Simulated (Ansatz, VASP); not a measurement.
## One calculation of KMgF3, two programs

POSCAR

```
KMgF3
1.0
    3.8533720875      0.0000000000      0.0000000000
    0.0000000000      3.8533720875      0.0000000000
    0.0000000000      0.0000000000      3.8533720875
K Mg F
1 1 3
Direct
    0.5000000000      0.5000000000      0.5000000000
    0.0000000000      0.0000000000      0.0000000000
    0.5000000000      0.0000000000      0.0000000000
    0.0000000000      0.5000000000      0.0000000000
    0.0000000000      0.0000000000      0.5000000000
```

INCAR.step1

```
SYSTEM = KMgF3
ALGO = Normal
EDIFF = 1E-5
ENCUT = 520
GGA = PE
ISIF = 2
ISMEAR = 0
LASPH = .TRUE.
LCHARG = .FALSE.
LREAL = .FALSE.
LWAVE = .TRUE.
NBANDS = 24
NELM = 100
PREC = Accurate
SIGMA = 0.01
```

Contents of INCAR.step2:

```
SYSTEM = KMgF3
ALGO = Normal
EDIFF = 1E-6
ENCUT = 520
GGA = PE
HFSCREEN = 0.2079
ISIF = 2
ISMEAR = 0
ISTART = 1
LASPH = .TRUE.
LCHARG = .FALSE.
LHFCALC = .TRUE.
LREAL = .FALSE.
LWAVE = .FALSE.
NBANDS = 24
NELM = 100
PREC = Accurate
PRECFOCK = Fast
SIGMA = 0.01
```

KPOINTS

```
k-points
0
G
  4 4 4
  0 0 0
```

Input for Ansatz:

```yaml
crystal:
  lattice:
    - [3.8533720875, 0.0, 0.0]
    - [0.0, 3.8533720875, 0.0]
    - [0.0, 0.0, 3.8533720875]
  atoms:
    - { symbol: K, position: [0.5, 0.5, 0.5] }
    - { symbol: Mg, position: [0.0, 0.0, 0.0] }
    - { symbol: F, position: [0.5, 0.0, 0.0] }
    - { symbol: F, position: [0.0, 0.5, 0.0] }
    - { symbol: F, position: [0.0, 0.0, 0.5] }
scf:
  occupations: { method: fixed }
output:
  forces: true
  stress: true
  eigenvalues: true
hamiltonian:
  xc: hse06
basis:
  ecutwfc: 560
kpoints:
  mp_grid: { grid: [4, 4, 4] }
```

Alike in both runs: task single point; functional HSE06; k mesh 4 × 4 × 4; no spin polarisation.

```csv
,VASP,Ansatz
version,VASP 6.6.1,Ansatz 0.2.0
potentials or method,"VASP PAW PBE potentials, release 64 (K_sv, Mg, F), cutoff 520 eV","scalar-relativistic, plane waves, PAW"
occupations,"gaussian, width 0.01 eV",fixed
valence electrons in the cell,32,40
```

```csv
,VASP,Ansatz,Ansatz less VASP
gap on the k mesh at the Fermi level (eV),10.40,10.44,+0.041
least direct gap on the mesh (eV),10.70,10.74,+0.040
pressure (GPa),11.0,11.0,-0.05
```

VASP's potentials hold 32 valence electrons a cell and Ansatz's 40, so a difference there can come from the potentials and not from the codes. Ansatz's warnings: stress exchange threshold loose, stress scf threshold loose.
